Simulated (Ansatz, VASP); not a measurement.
# KBr: VASP beside Ansatz

```xyz
2
Lattice="0.0000 3.2925 3.2925 3.2925 0.0000 3.2925 3.2925 3.2925 0.0000" Properties=species:S:1:pos:R:3 pbc="T T T"
K     0.0000    0.0000    0.0000
Br    3.2925    3.2925    3.2925
```

Alike in both runs: task relaxation of cell and atoms; functional PBEsol; k mesh 6 × 6 × 6; occupations gaussian, width 0.02 eV; no spin polarisation.

|  | VASP | Ansatz |
| --- | --- | --- |
| version | VASP 6.6.1 | Ansatz 0.2.0 |
| potentials or method | VASP PAW PBE potentials, release 64 (K_sv, Br), cutoff 600 eV | scalar-relativistic, plane waves, PAW |
| valence electrons in the cell | 16 | 16 |

|  | VASP | Ansatz | Ansatz less VASP |
| --- | --- | --- | --- |
| gap on the k mesh at the Fermi level, each at its own relaxed structure (eV) | 4.32 | 4.34 | +0.014 |
| relaxed volume (Å³/atom) | 35.27 | 35.12 | -0.152 |
| relaxed cell length with the largest relative difference (Å) | 4.638 | 4.631 | -0.0067 |

VASP's potentials were made for PBE, not for PBEsol.
